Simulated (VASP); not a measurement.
A run of VASP 6.6.1 is set up as follows.

File INCAR:

```
PREC = Accurate
ENCUT = 520
EDIFF = 1E-6
ISMEAR = -1
SIGMA = 0.03
LREAL = F
LASPH = T
NELM = 80
ALGO = Normal
ISIF = 2
LWAVE = F
LCHARG = F
GGA = PE
NBANDS = 11
```

KPOINTS

```
regular mesh
0
Gamma
  5 5 5
```

Contents of POSCAR:

```
C
1.0
    1.2280263465      0.7090013417      3.3470108394
   -1.2280263465      0.7090013417      3.3470108394
    0.0000000000     -1.4180026834      3.3470108394
C
2
Direct
    0.1640000000      0.1640000000      0.1640000000
    0.8360000000      0.8360000000      0.8360000000
```

Potentials or basis: VASP PAW PBE potentials, release 64 (C).

Launch:

```console
$ cat potpaw_PBE.64/C/POTCAR > POTCAR
$ mpirun -np 1 vasp_std > vasp.out
```

**Question.** What does it give for the band gap on the k mesh?

**Answer.** 2.48 eV, indirect (least direct gap 2.56 eV).

**Question.** Predict the largest force.

**Answer.** 0.873 eV/Å.

**Question.** Estimate the pressure.

**Answer.** 4.9 GPa.

Forces in eV/Å, atoms in the order of the input:
```
C    0.000  0.000  0.873
C    0.000  0.000 -0.873
```

Caveat: the k points lie up to 0.60 Å⁻¹ apart. A k mesh can miss the band edges.
